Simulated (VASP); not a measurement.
A run of VASP 6.6.1:

File INCAR:

```
SYSTEM = Sn
ALGO = Normal
EDIFF = 1E-6
ENCUT = 520
GGA = PE
ISIF = 2
ISMEAR = 0
LASPH = .True.
LCHARG = .True.
LELF = .True.
LREAL = .False.
LVHAR = .True.
LWAVE = .False.
NBANDS = 36
NELM = 60
PREC = Accurate
SIGMA = 0.1
```

Contents of KPOINTS:

```
k-points
0
Gamma
  6 6 2
  0 0 0
```

POSCAR

```
Sn
1.0
    2.6617727479      0.0000000000      0.0000000000
   -1.3308863740      2.3051628188      0.0000000000
    0.0000000000      0.0000000000      8.6460968562
Sn
4
Direct
    0.0000000000      0.0000000000      0.0000000000
    0.3333333333      0.6666666667      0.2500000000
    0.0000000000      0.0000000000      0.5000000000
    0.6666666667      0.3333333333      0.7500000000
```

Potentials or basis: VASP PAW PBE potentials, release 64 (Sn_d).

The run is started by

```bash
$ cat potpaw_PBE.64/Sn_d/POTCAR > POTCAR
$ mpirun -np 1 vasp_std > vasp.out
```

Hardware: 1 thread of Intel(R) Xeon(R) 6975P-C (Granite Rapids), with other jobs on the host.

Task: How long does it take, and how much memory?

Result: Wall time 17 s on 1 thread of Intel(R) Xeon(R) 6975P-C (Granite Rapids), with other jobs on the host, peak memory 0.17 GiB. Counts: scf iterations 12, k points 14.
